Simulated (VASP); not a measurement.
FeGe, 6 atoms in the cell. It takes space group P6/mmm (No. 191, hexagonal). The conventional cell has a = 4.998 Å, b = 4.998 Å, c = 4.116 Å, α = 90.00°, β = 90.00°, γ = 120.00°. Ge (site symmetry -6m2) has 6 Fe at 2.51 Å and 3 Ge at 2.89 Å within 3.3 Å. Within 3.3 Å of Ge (site symmetry 6/mmm) lie 6 Fe at 2.50 Å. Fe (site symmetry mmm) has 6 Ge at 2.50 to 2.51 Å and 4 Fe at 2.50 Å within 3.3 Å. 

* Program: VASP 6.6.1
* Task: single point
* Functional: r2SCAN
* Potentials or basis: VASP PAW PBE potentials, release 64 (Ge_d, Fe)
* Cutoff: 520 eV
* k mesh: 6 × 6 × 7
* Occupations: fermi-dirac, width 0.05 eV
* Spin: collinear spin, ferromagnetic start
* Starting moments: [0.0, 0.0, 0.0, 3.0, 3.0, 3.0] μB
* Dipole correction: no
* Further INCAR settings: ALGO = Normal; EDIFF = 1e-06; NBANDS = 46

Potentials or basis: VASP PAW PBE potentials, release 64 (Ge_d, Fe).

The run is started by

```console
$ cat potpaw_PBE.64/Ge_d/POTCAR potpaw_PBE.64/Fe/POTCAR > POTCAR
$ cp INCAR.step1 INCAR
$ mpirun -np 1 vasp_std > vasp.out
$ cp INCAR.step2 INCAR
$ mpirun -np 1 vasp_std > vasp.out
```

Hardware: 1 thread of AMD EPYC 9R45 96-Core Processor (Zen 5), with other jobs on the host.

Task: How long does it take, and how much memory?

Result: Wall time 11 min on 1 thread of AMD EPYC 9R45 96-Core Processor (Zen 5), on a shared host, peak memory 0.34 GiB. Counts: k points 28.
